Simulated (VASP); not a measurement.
Input of a VASP 6.6.1 run:

File INCAR:

```
SYSTEM = AlN
  PREC = Accurate
  ENCUT = 520
  EDIFF = 1E-6
  ISMEAR = 0
  SIGMA = 0.05
  LREAL = .False.
  LASPH = .True.
  NELM = 80
  ALGO = Normal
  ISIF = 2
  LWAVE = .False.
  LCHARG = .False.
  GGA = PS
  NBANDS = 16
```

File KPOINTS:

```
regular mesh
0
Gamma
  9 9 6
  0 0 0
```

Contents of POSCAR:

```
AlN
1.0
    3.2818000000      0.0000000000      0.0000000000
   -1.6409000000      2.8421221701      0.0000000000
    0.0000000000      0.0000000000      3.9756000000
Al N
2 2
Direct
    0.3333333333      0.6666666667      0.7500000000
    0.6666666667      0.3333333333      0.2500000000
    0.3333333333      0.6666666667      0.2500000000
    0.6666666667      0.3333333333      0.7500000000
```

Potentials or basis: VASP PAW PBE potentials, release 64 (Al, N).

Run with:

```bash
$ cat potpaw_PBE.64/Al/POTCAR potpaw_PBE.64/N/POTCAR > POTCAR
$ mpirun -np 1 vasp_std > vasp.out
```

Predict the band gap on the k mesh.

3.79 eV, direct.

Estimate the pressure.

12.2 GPa.

Stress tensor (GPa, compression positive):
```
 9.48  0.00  0.00
 0.00  9.48  0.00
 0.00  0.00 17.64
```

Caveat: the PAW data sets were made with another functional, which shifts forces and pressure a little. A k mesh can miss the band edges.
